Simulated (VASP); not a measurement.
Write the native input for VASP 6.6.1 that does the following.

```
Task                   : single point
Functional             : PBEsol
Potentials or basis    : VASP PAW PBE potentials, release 64 (Sb)
Cutoff                 : 400 eV
k mesh                 : 1 × 1 × 1
Occupations            : fermi-dirac, width 0.01 eV
Spin                   : collinear spin, ferromagnetic start
Starting moments       : [1.0] μB
Dipole correction      : no
Further INCAR settings : ALGO = Normal; EDIFF = 1e-06; NBANDS = 12; ISYM = 0
```

The structure of Sb lies in POSCAR:

```
Sb
1.0
   14.0000000000      0.0000000000      0.0000000000
    0.0000000000     14.4000000000      0.0000000000
    0.0000000000      0.0000000000     14.8000000000
Sb
1
Direct
    0.5000000000      0.5000000000      0.5000000000
```

These files were run (other wordings do the same):

INCAR

```
SYSTEM = Sb
PREC = Accurate
ENCUT = 400
EDIFF = 1E-6
ISMEAR = -1
SIGMA = 0.01
LREAL = .False.
LASPH = .True.
NELM = 200
ALGO = Normal
ISIF = 2
LWAVE = .False.
LCHARG = .False.
ISPIN = 2
MAGMOM = 1
LORBIT = 11
GGA = PS
ISYM = 0
NBANDS = 12
GGA_COMPAT = .False.
```

KPOINTS

```
Automatic mesh
0
Gamma
  1 1 1
  0 0 0
```

Potentials or basis: VASP PAW PBE potentials, release 64 (Sb).

Launch:

```sh
$ cat potpaw_PBE.64/Sb/POTCAR > POTCAR
$ mpirun -np 1 vasp_gam > vasp.out
```

It gave:

* Pressure: 0.0 GPa
* Band gap on the k mesh: 1.96 eV
* Net moment: 3.00 μB per cell
* Site moments: Sb +1.07 μB
* Valence electrons inside the program's atomic spheres: Sb 2.32

Caveat: the PAW data sets were made with another functional, which shifts forces and pressure a little; spin-orbit coupling is left out, which moves the levels of the heavy elements.

Wall time 3.4 min on 1 thread of Intel(R) Xeon(R) 6975P-C (Granite Rapids), on a shared host, peak memory 1.9 GiB.
